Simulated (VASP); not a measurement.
Set up this calculation in VASP 6.6.1, as the native input.

```yaml
Task: single point
Functional: PBEsol
Potentials_or_basis: VASP PAW PBE potentials, release 64 (Ba_sv, Ti_sv, O)
Cutoff: 520 eV
k_mesh: 7 × 7 × 7
Occupations: fermi-dirac, width 0.05 eV
Spin: no spin polarisation
Hubbard_terms: Ti d U = 4.0 eV
Dipole_correction: no
Further_INCAR_settings: ALGO = Normal; EDIFF = 1e-06; NBANDS = 28
```

The structure of BaTiO3 lies in POSCAR:

```
BaTiO3
1.0
    3.9998000000      0.0000000000      0.0000000000
    0.0000000000      3.9998000000      0.0000000000
    0.0000000000      0.0000000000      4.0180000000
Ba Ti O
1 1 3
Direct
    0.0000000000      0.0000000000      0.0000000000
    0.5000000000      0.5000000000      0.4900000000
    0.0000000000      0.5000000000      0.5170000000
    0.5000000000      0.0000000000      0.5170000000
    0.5000000000      0.5000000000      0.0190000000
```

One way to write it, as run:

INCAR

```
  PREC = Accurate
  ENCUT = 520
  EDIFF = 1E-6
  ISMEAR = -1
  SIGMA = 0.05
  LREAL = False
  LASPH = True
  NELM = 150
  ALGO = Normal
  ISIF = 2
  LWAVE = False
  LCHARG = False
  LMAXMIX = 4
  LDAU = True
  LDAUTYPE = 2
  LDAUL = -1 2 -1
  LDAUU = 0 4 0
  LDAUJ = 0 0 0
  LDAUPRINT = 1
  GGA = PS
  NBANDS = 28
```

KPOINTS

```
regular mesh
0
Gamma
  7 7 7
```

Potentials or basis: VASP PAW PBE potentials, release 64 (Ba_sv, Ti_sv, O).

Run with:

```bash
$ cat potpaw_PBE.64/Ba_sv/POTCAR potpaw_PBE.64/Ti_sv/POTCAR potpaw_PBE.64/O/POTCAR > POTCAR
$ mpirun -np 1 vasp_std > vasp.out
```

Results of the run:

```
Pressure               : 1.3 GPa
Largest force          : 0.444 eV/Å
Band gap on the k mesh : 2.30 eV (least direct gap 2.51 eV)
```

Caveat: the PAW data sets were made with another functional, which shifts forces and pressure a little; spin-orbit coupling is left out, which moves the levels of the heavy elements.

Run time: 42 s on 1 thread of Intel(R) Xeon(R) Platinum 8488C (Sapphire Rapids) (shared host), peak memory 0.22 GiB.
